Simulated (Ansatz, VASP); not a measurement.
# FeSi in VASP and in Ansatz

```xyz
8
Lattice="4.5776 0.0000 0.0000 0.0000 4.5776 0.0000 0.0000 0.0000 4.5776" Properties=species:S:1:pos:R:3 pbc="T T T"
Fe    0.5998    0.5998    0.5998
Fe    1.6890    3.9778    2.8886
Fe    2.8886    1.6890    3.9778
Fe    3.9778    2.8886    1.6890
Si    3.8385    3.8385    3.8385
Si    3.0279    0.7391    1.5497
Si    1.5497    3.0279    0.7391
Si    0.7391    1.5497    3.0279
```

Alike in both runs: functional PBE; k mesh 8 × 8 × 8; occupations gaussian, width 0.01 eV; no spin polarisation.

Ansatz relaxed the structure, and its values are those at the end. VASP's run is a single point on that final structure, the one shown.

|  | VASP | Ansatz |
| --- | --- | --- |
| version | VASP 6.6.1 | Ansatz 0.2.0 |
| potentials or method | VASP PAW PBE potentials, release 64 (Fe, Si), cutoff 520 eV | scalar-relativistic, plane waves, PAW |
| valence electrons in the cell | 48 | 80 |

|  | VASP | Ansatz | Ansatz less VASP |
| --- | --- | --- | --- |
| gap on the k mesh at the Fermi level (eV) | 0.17 | 0.17 | +0.009 |
| least direct gap on the mesh (eV) | 0.18 | 0.19 | +0.008 |
| pressure (GPa) | -15.0 | -15.2 | -0.13 |
| rms of the force components (eV/Å) | 0.012 | 0.001 | -0.0116 |

VASP's potentials hold 48 valence electrons a cell and Ansatz's 80, so a difference there can come from the potentials and not from the codes. Ansatz's warnings: stress scf threshold loose.
